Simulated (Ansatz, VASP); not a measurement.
P: VASP beside Ansatz

```xyz
4
Lattice="1.6477 -5.4650 0.0000 1.6477 5.4650 0.0000 0.0000 0.0000 4.5436" Properties=species:S:1:pos:R:3 pbc="T T T"
P     1.6477   -4.4173    2.6754
P     1.6477    4.4173    1.8683
P     1.6477   -1.0477    0.4035
P     1.6477    1.0477    4.1401
```

Alike in both runs: task single point; functional PBE; dispersion D3(BJ); k mesh 8 × 8 × 6; occupations fermi-dirac, width 0.05 eV; no spin polarisation.

```csv
,VASP,Ansatz
version,VASP 6.6.1,Ansatz 0.2.0
potentials or method,"VASP PAW PBE potentials, release 64 (P)",Ansatz PAW
plane-wave cutoff (eV),520,420
valence electrons in the cell,20,20
```

Ansatz gave:

* gap on the k mesh at the Fermi level (eV): 0.10
* least direct gap on the mesh (eV): 0.10
* pressure (GPa): -0.8
* traceless stress, the component that is largest in VASP (GPa): -0.09
* rms of the force components (eV/Å): 0.204

Q: Which values does VASP return?

A: gap on the k mesh at the Fermi level (eV): 0.11; least direct gap on the mesh (eV): 0.11; pressure (GPa): -1.1; traceless stress, the component that is largest in VASP (GPa): -0.09; rms of the force components (eV/Å): 0.174.

Atom by atom the forces differ by 0.031 eV/Å (rms over components).
